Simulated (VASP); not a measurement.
# Si7C (P1) in VASP: single point with PBEsol

Aim: the single point of Si7C with PBEsol.

Everything below comes from runs of VASP 6.6.1. Logs are shortened: lines on timing, memory, paths and dates and some standing lists are left out, and cuts for length are marked.

**1. The cell of the first run**

The typed cell holds 64 atoms: a = 10.321 Å, b = 10.321 Å, c = 10.321 Å, α = 90.00°, β = 90.00°, γ = 90.00°.

**2. Single point, PBEsol**

The input, INCAR:

```
ALGO = Normal
EDIFF = 1E-6
ENCUT = 520
GGA = PS
ISIF = 2
ISMEAR = -1
ISYM = 0
LASPH = T
LCHARG = F
LREAL = Auto
LWAVE = F
NBANDS = 166
NELM = 80
PREC = Accurate
SIGMA = 0.05
```

The input, KPOINTS:

```
Automatic mesh
0
Gamma
  1 1 1
  0.25 0.25 0.25
```

The input, POSCAR:

```
Si7C
1.0
   10.3208011508      0.0000000000      0.0000000000
    0.0000000000     10.3208011508      0.0000000000
    0.0000000000      0.0000000000     10.3208011508
C Si
8 56
Direct
    0.0154040000      0.9886850000      0.9993720000
    0.4674370000      0.5272140000      0.9866520000
    0.4776220000      0.5006440000      0.5035690000
    0.2576250000      0.2601420000      0.4969710000
    0.2670260000      0.7285610000      0.9884650000
    0.2577360000      0.7372020000      0.5065280000
    0.3666230000      0.6210500000      0.9012360000
    0.1360690000      0.3856870000      0.8730520000
    0.0158080000      0.0037780000      0.5025390000
    0.0217600000      0.4886890000      0.9802920000
    0.0065740000      0.4979000000      0.5035280000
    0.4916000000      0.9961180000      0.0005820000
    0.4906200000      0.9990420000      0.5049110000
    0.1131150000      0.1082140000      0.1062310000
    0.1497560000      0.1545240000      0.6116760000
    0.1485470000      0.6334550000      0.1011340000
    0.1482540000      0.6370180000      0.6222050000
    0.6224060000      0.1284180000      0.1267890000
    0.6294820000      0.1245540000      0.6352790000
    0.5959260000      0.6123250000      0.1031990000
    0.5896140000      0.6053280000      0.6133890000
    0.2337130000      0.2679310000      0.9831600000
    0.7495160000      0.2542750000      0.9936550000
    0.7450360000      0.2585280000      0.5029390000
    0.7551640000      0.7453390000      0.0052840000
    0.7384580000      0.7430850000      0.4992410000
    0.3820600000      0.4015010000      0.1020110000
    0.3703920000      0.3790570000      0.6041790000
    0.3585110000      0.8480330000      0.1054380000
    0.3572940000      0.8477260000      0.6191760000
    0.8814040000      0.3787170000      0.1240320000
    0.8778800000      0.3718890000      0.6430680000
    0.9016340000      0.8900180000      0.1092310000
    0.8774980000      0.8752560000      0.6233290000
    0.2486220000      0.9906010000      0.2472530000
    0.2433690000      0.9946560000      0.7430920000
    0.2555700000      0.5052960000      0.2547560000
    0.2567330000      0.5037240000      0.7777200000
    0.7589210000      0.9995270000      0.2398840000
    0.7614350000      0.9998180000      0.7603850000
    0.7311930000      0.4979650000      0.2424030000
    0.7303200000      0.4994300000      0.7488340000
    0.3593960000      0.1455350000      0.3845530000
    0.3685250000      0.1290310000      0.8677160000
    0.3713410000      0.6235030000      0.4070020000
    0.8737010000      0.1250000000      0.3770910000
    0.9122410000      0.1087190000      0.8914050000
    0.8738550000      0.6232250000      0.3628480000
    0.8770930000      0.6179830000      0.8664490000
    0.0044410000      0.2426530000      0.2477250000
    0.0333200000      0.2671190000      0.7696530000
    0.0172600000      0.7524820000      0.2427550000
    0.0094400000      0.7540080000      0.7517430000
    0.4943780000      0.2665630000      0.2473730000
    0.4972280000      0.2622320000      0.7463900000
    0.4879980000      0.7396220000      0.2536430000
    0.4692110000      0.7207770000      0.7714170000
    0.1427540000      0.3576690000      0.3852580000
    0.1503840000      0.8509380000      0.3962960000
    0.1342560000      0.8678410000      0.8990150000
    0.5982730000      0.3987350000      0.3966280000
    0.5911730000      0.4047250000      0.8941410000
    0.6222890000      0.8782070000      0.3649310000
    0.6209060000      0.8654500000      0.8717500000
```

Potentials or basis: VASP PAW PBE potentials, release 64 (C, Si).

Command:

```console
$ cat potpaw_PBE.64/C/POTCAR potpaw_PBE.64/Si/POTCAR > POTCAR
$ mpirun -np 1 vasp_std > vasp.out
```

OUTCAR:

```text
EDIFF = 1E-6
   ENCUT = 520
   GGA = PS
   ISIF = 2
   ISMEAR = -1
   ISYM = 0
   LASPH = T
   LREAL = Auto
   NELM = 80
   PREC = Accurate

 ion  position               nearest neighbor table
   1  0.015  0.989  0.999-  33 1.92  14 1.94  47 1.98  60 2.03
   2  0.467  0.527  0.987-   7 1.67  27 1.97  20 1.99  62 2.03
   3  0.478  0.501  0.504-  21 1.95  45 1.95  61 1.97  28 1.97
   4  0.258  0.260  0.497-  58 1.94  15 1.96  43 1.96  28 2.02
   5  0.267  0.729  0.988-   7 1.76  16 1.95  29 1.97  60 2.19
   6  0.258  0.737  0.507-  30 1.93  17 1.94  45 1.95  59 1.97
   7  0.367  0.621  0.901-   2 1.67   5 1.76  57 1.99  38 2.09
   8  0.136  0.386  0.873-  10 1.94  51 1.94  22 1.95  38 2.00
   9  0.016  0.004  0.503-  34 2.31  46 2.32  15 2.37  59 2.37
  10  0.022  0.489  0.980-   8 1.94  49 2.32  16 2.35  31 2.36
  11  0.007  0.498  0.504-  32 2.35  58 2.36  48 2.38  17 2.39
  12  0.492  0.996  0.001-  64 2.32  44 2.32  18 2.32  29 2.32
  13  0.491  0.999  0.505-  63 2.34  19 2.35  43 2.38  30 2.39
  14  0.113  0.108  0.106-   1 1.94  50 2.31  35 2.36  22 2.42  47 3.04  33 3.14
  15  0.150  0.155  0.612-   4 1.96  51 2.34  36 2.34   9 2.37  58 3.14
  16  0.149  0.633  0.101-   5 1.95  52 2.34  37 2.34  10 2.35  29 3.10
  17  0.148  0.637  0.622-   6 1.94  53 2.30  11 2.39  38 2.39  30 3.06
  18  0.622  0.128  0.127-  39 2.26  23 2.30  54 2.31  12 2.32
  19  0.629  0.125  0.635-  40 2.28  55 2.28  24 2.28  13 2.35
  20  0.596  0.612  0.103-   2 1.99  56 2.32  41 2.33  25 2.37  62 3.04  27 3.10
  21  0.590  0.605  0.613-   3 1.95  42 2.29  57 2.37  26 2.40  61 3.09  45 3.11
  22  0.234  0.268  0.983-   8 1.95  44 2.33  27 2.40  14 2.42  51 3.02
[... 25 lines left out ...]
  48  0.874  0.623  0.363-  41 2.32  26 2.34  52 2.35  11 2.38
  49  0.877  0.618  0.866-  53 2.29  42 2.29  25 2.32  10 2.32
  50  0.004  0.243  0.248-  46 2.25  31 2.28  14 2.31  58 2.34
  51  0.033  0.267  0.770-   8 1.94  32 2.33  15 2.34  47 2.41  22 3.02
  52  0.017  0.752  0.243-  33 2.31  59 2.33  16 2.34  48 2.35
  53  0.009  0.754  0.752-  34 2.28  49 2.29  17 2.30  60 2.31
  54  0.494  0.267  0.247-  18 2.31  61 2.32  43 2.35  27 2.35
  55  0.497  0.262  0.746-  19 2.28  44 2.29  28 2.31  62 2.33
  56  0.488  0.740  0.254-  63 2.30  29 2.32  20 2.32  45 2.32
  57  0.469  0.721  0.771-   7 1.99  30 2.35  21 2.37  64 2.40  38 3.14
  58  0.143  0.358  0.385-   4 1.94  50 2.34  37 2.34  11 2.36  43 3.13  15 3.14
  59  0.150  0.851  0.396-   6 1.97  52 2.33  35 2.34   9 2.37  30 3.14
  60  0.134  0.868  0.899-   1 2.03   5 2.19  53 2.31  36 2.36
  61  0.598  0.399  0.397-   3 1.97  54 2.32  41 2.34  24 2.36  21 3.09
  62  0.591  0.405  0.894-   2 2.03  42 2.29  55 2.33  23 2.48  20 3.04  27 3.04
  63  0.622  0.878  0.365-  39 2.29  56 2.30  26 2.30  13 2.34
  64  0.621  0.865  0.872-  40 2.31  25 2.31  12 2.32  57 2.40

IMPORTANT INFORMATION: All symmetrisations will be switched off!
NOSYMM: (Re-)initialisation of all symmetry stuff for point group C_1.

----------------------------------------------------------------------------------------

                                     Primitive cell

  volume of cell :    1099.3608

  direct lattice vectors                    reciprocal lattice vectors
    10.320801151  0.000000000  0.000000000     0.096891703  0.000000000  0.000000000
     0.000000000 10.320801151  0.000000000     0.000000000  0.096891703  0.000000000
     0.000000000  0.000000000 10.320801151     0.000000000  0.000000000  0.096891703

  length of vectors
    10.320801151 10.320801151 10.320801151     0.096891703  0.096891703  0.096891703

  position of ions in fractional coordinates (direct lattice)
     0.015404000  0.988685000  0.999372000
     0.467437000  0.527214000  0.986652000
     0.477622000  0.500644000  0.503569000
     0.257625000  0.260142000  0.496971000
     0.267026000  0.728561000  0.988465000
     0.257736000  0.737202000  0.506528000
[... 56 lines left out ...]
     0.622289000  0.878207000  0.364931000
     0.620906000  0.865450000  0.871750000

  ion indices of the primitive-cell ions
   primitive index   ion index
                 1           1
                 2           2
                 3           3
                 4           4
                 5           5
                 6           6
[... 56 lines left out ...]
                63          63
                64          64

----------------------------------------------------------------------------------------

 KPOINTS: Automatic mesh

Automatic generation of k-mesh.
 Grid dimensions read from file:
 generate k-points for:    1    1    1

 Generating k-lattice:

  Cartesian coordinates                     Fractional coordinates (reciprocal lattice)
     0.096891703  0.000000000  0.000000000     1.000000000  0.000000000  0.000000000
     0.000000000  0.096891703  0.000000000     0.000000000  1.000000000  0.000000000
     0.000000000  0.000000000  0.096891703     0.000000000  0.000000000  1.000000000

  Length of vectors
     0.096891703  0.096891703  0.096891703

  Shift w.r.t. Gamma in fractional coordinates (k-lattice)
     0.250000000  0.250000000  0.250000000

 Subroutine IBZKPT returns following result:
 ===========================================

 Found      4 irreducible k-points:

 Following reciprocal coordinates:
            Coordinates               Weight
  0.250000  0.250000  0.250000      2.000000
 -0.250000  0.250000  0.250000      2.000000
 -0.250000 -0.250000  0.250000      2.000000
  0.250000 -0.250000  0.250000      2.000000
   k-points           NKPTS =      4   k-points in BZ     NKDIM =      4   number of bands    NBANDS=    166
   number of dos      NEDOS =    301   number of ions     NIONS =     64
   total plane-waves  NPLWV = 512000
   dimension x,y,z NGX =    80 NGY =   80 NGZ =   80
   dimension x,y,z NGXF=   160 NGYF=  160 NGZF=  160
   ions per type =               8  56
   NGX,Y,Z   is equivalent  to a cutoff of  12.89, 12.89, 12.89 a.u.
   NGXF,Y,Z  is equivalent  to a cutoff of  25.77, 25.77, 25.77 a.u.
 SYSTEM =  unknown system
   PREC   = accura    normal or accurate (medium, high low for compatibility)
   ISTART =      0    job   : 0-new  1-cont  2-samecut
   ICHARG =      2    charge: 1-file 2-atom 10-const
   ISPIN  =      1    spin polarized calculation?
   LNONCOLLINEAR =      F non collinear calculations
   LSORBIT =      F    spin-orbit coupling
   LASPH  =      T    aspherical Exc in radial PAW
   ENCUT  =  520.0 eV  38.22 Ry    6.18 a.u.  19.19 19.19 19.19*2*pi/ulx,y,z
   NELM   =     80;   NELMIN=  2; NELMDL= -5     # of ELM steps
   EDIFF  = 0.1E-05   stopping-criterion for ELM
   LREAL  =      T    real-space projection
   EDIFFG = 0.1E-04   stopping-criterion for IOM
   NSW    =      0    number of steps for IOM
   IBRION =     -1    ionic relax: 0-MD 1-quasi-New 2-CG
   NFREE  =      0    steps in history (QN), initial steepest desc. (CG)
   ISIF   =      2    stress and relaxation
   ISYM   =      0    0-nonsym 1-usesym 2-fastsym
   POTIM  = 0.5000    time-step for ionic-motion
   TEBEG  =    0.0;   TEEND  =   0.0 temperature during run
   PSTRESS=    0.0 pullay stress
   NELECT =     256.0000    total number of electrons
   NUPDOWN=      -1.0000    fix difference up-down
   EMIN   =  10.00;   EMAX   =-10.00  energy-range for DOS
   EFERMI =   0.00;   METHOD = LEGACY
   ISMEAR =    -1;   SIGMA  =   0.05  broadening in eV -4-tet -1-fermi 0-gaus
   EFERMI_NEDOS =   21; number of points for ismear=-14 and -15
   IALGO  =     38    algorithm
   IMIX   =      4    mixing-type and parameters
     AMIX     =   0.40;   BMIX     =  1.00
     AMIX_MAG =   1.60;   BMIX_MAG =  1.00
  volume/ion in A,a.u.               =      17.18       115.92
  Fermi-wavevector in a.u.,A,eV,Ry     =   1.007182  1.903299 13.801970  1.014416
  Thomas-Fermi vector in A             =   2.139971
   LORBIT       =      0    0 simple, 1 ext, 2 COOP (PROOUT), +10 PAW based schemes
   GGA     = PS    functional components
   LHFCALC =     F    Hartree Fock is set to
   AEXX    =    0.0000 exact exchange contribution
   IVDW    =     0    specifies the selected vdW correction
   LEPSILON=     F    determine dielectric tensor
   LRPA    =     F    only Hartree local field effects (RPA)
 non-spin polarized calculation
  energy-cutoff  :      520.00
  volume of cell :     1099.36
 maximum number of plane-waves:     29623
 NGX is ok and might be reduce to    80
   NGX = 39   NGY = 39   NGZ = 39

 number of electron     256.0000002 magnetization

 Free energy of the ion-electron system (eV)
  ---------------------------------------------------
  ext. energy  EPLUGINS =         0.00000000
  ---------------------------------------------------
  free energy    TOTEN  =      -388.77408178 eV

  energy without entropy =     -388.76167458  energy(sigma->0) =     -388.76787818

 E-fermi :   6.7368     XC(G=0): -10.0087

 val. band max:        6.5247337237   @ k =  -0.2500  -0.2500   0.2500
 cond. band min:       6.9237691280   @ k =  -0.2500  -0.2500   0.2500
 fundamental gap:      0.3990354043
 Fermi energy:         6.7367586017

 k-point     1 :       0.2500    0.2500    0.2500
  band No.  band energies     occupation
      1      -7.9779      2.00000
      2      -7.0857      2.00000
      3      -6.7632      2.00000
      4      -6.5860      2.00000
      5      -6.4373      2.00000
      6      -6.1657      2.00000
[... 561 lines left out ...]
    139       8.2596      0.00000
    140       8.3269      0.00000
 [bands above 140 left out]

------------------------ aborting loop because EDIFF is reached ----------------------------------------

  FORCE on cell =-STRESS in cart. coord.  units (eV):
  Direction    XX          YY          ZZ          XY          YZ          ZX
  --------------------------------------------------------------------------------------
  -------------------------------------------------------------------------------------
  Total       -0.6521990      0.5589708      2.0478275     -0.1092176     -0.9574876     -0.4535554
  in kB       -0.9504964      0.8146282      2.9844460     -0.1591707     -1.3954155     -0.6609989
  external PRESSURE =       0.9495260 kB  Pullay stress =       0.0000000 kB

 VOLUME and BASIS-vectors are now :
 -----------------------------------------------------------------------------
  energy-cutoff  :      520.00
  volume of cell :     1099.36
      direct lattice vectors                 reciprocal lattice vectors
    10.320801151  0.000000000  0.000000000     0.096891703  0.000000000  0.000000000
     0.000000000 10.320801151  0.000000000     0.000000000  0.096891703  0.000000000
     0.000000000  0.000000000 10.320801151     0.000000000  0.000000000  0.096891703

 POSITION                                       TOTAL-FORCE (eV/Angst)
 -----------------------------------------------------------------------------------
      0.15898     10.20402     10.31432         0.058718      0.020679      0.040438
      4.82432      5.44127     10.18304         0.124531      0.096418      0.098261
      4.92944      5.16705      5.19724         0.063079      0.030556      0.060963
      2.65890      2.68487      5.12914         0.169980      0.068280      0.084493
      2.75592      7.51933     10.20175         0.054215      0.041037      0.070263
      2.66004      7.60852      5.22777         0.045194      0.056986      0.048059
[... 56 lines left out ...]
      6.42252      9.06380      3.76638        -0.018954      0.005152     -0.056352
      6.40825      8.93214      8.99716        -0.064793     -0.054769     -0.011090
 -----------------------------------------------------------------------------------
    total drift:                               -0.012011      0.003845     -0.010232

  FREE ENERGIE OF THE ION-ELECTRON SYSTEM (eV)
  ---------------------------------------------------
  free  energy   TOTEN  =      -388.7740817844 eV

  energy  without entropy=     -388.7616745798  energy(sigma->0) =     -388.76787818
```

Run time: 40 min. Hardware: 1 thread of Intel Xeon 8259CL, shared host; peak memory 1.2 GiB.

What came out:

```
Free energy            : -388.7741 eV
Pressure               : 0.1 GPa
Largest force          : 0.223 eV/Å
Band gap on the k mesh : 0.40 eV
```

Forces on the atoms (eV/Å):
```
C    0.059  0.021  0.040
C    0.125  0.096  0.098
C    0.063  0.031  0.061
C    0.170  0.068  0.084
C    0.054  0.041  0.070
C    0.045  0.057  0.048
C   -0.140 -0.166 -0.049
C   -0.043 -0.082 -0.089
Si  -0.001  0.112 -0.030
Si   0.055  0.064  0.016
Si   0.110  0.044  0.007
Si   0.012  0.022 -0.004
Si   0.032  0.006  0.032
Si   0.019 -0.053  0.030
Si  -0.126 -0.041 -0.016
Si  -0.005 -0.049 -0.123
Si  -0.093 -0.100 -0.149
Si  -0.046 -0.039  0.024
Si  -0.032 -0.041 -0.040
Si  -0.111  0.081 -0.041
Si  -0.084 -0.010  0.045
Si   0.130  0.095  0.070
Si   0.025 -0.033  0.000
Si   0.035 -0.031  0.032
Si   0.052  0.041 -0.042
Si   0.050  0.057  0.082
Si  -0.144 -0.068 -0.092
Si  -0.058 -0.028 -0.084
Si   0.111 -0.088 -0.039
Si   0.068 -0.032 -0.047
Si  -0.036 -0.015  0.000
Si   0.033 -0.049 -0.031
Si  -0.069 -0.078 -0.045
Si  -0.105 -0.032 -0.030
Si   0.011  0.155  0.078
Si   0.049  0.077  0.045
Si  -0.057 -0.018  0.104
Si  -0.023 -0.005  0.123
Si  -0.030  0.007  0.035
Si   0.097 -0.007 -0.008
Si   0.085  0.060  0.030
Si   0.069  0.066  0.037
Si  -0.053 -0.038 -0.125
Si   0.048 -0.057 -0.033
Si  -0.082 -0.059 -0.048
Si  -0.007 -0.014  0.036
Si  -0.042  0.008 -0.068
Si   0.002  0.033 -0.074
Si  -0.054  0.044 -0.032
Si   0.136 -0.007  0.054
Si   0.014  0.050 -0.016
Si  -0.026 -0.068  0.111
Si  -0.036 -0.035  0.107
Si  -0.088  0.013  0.059
Si  -0.096  0.047  0.065
Si   0.056  0.061 -0.044
Si   0.133  0.066 -0.004
Si  -0.046 -0.044 -0.072
Si  -0.015 -0.048  0.013
Si  -0.057 -0.031  0.013
Si   0.007 -0.026 -0.017
Si  -0.065  0.018 -0.089
Si  -0.019  0.005 -0.056
Si  -0.065 -0.055 -0.011
```

Caveat: semilocal functionals underestimate gaps, and a narrow one can read as zero; the PAW data sets were made with another functional, which shifts forces and pressure a little; a shifted mesh leaves out Γ, where band edges can lie. A k mesh can miss the band edges.
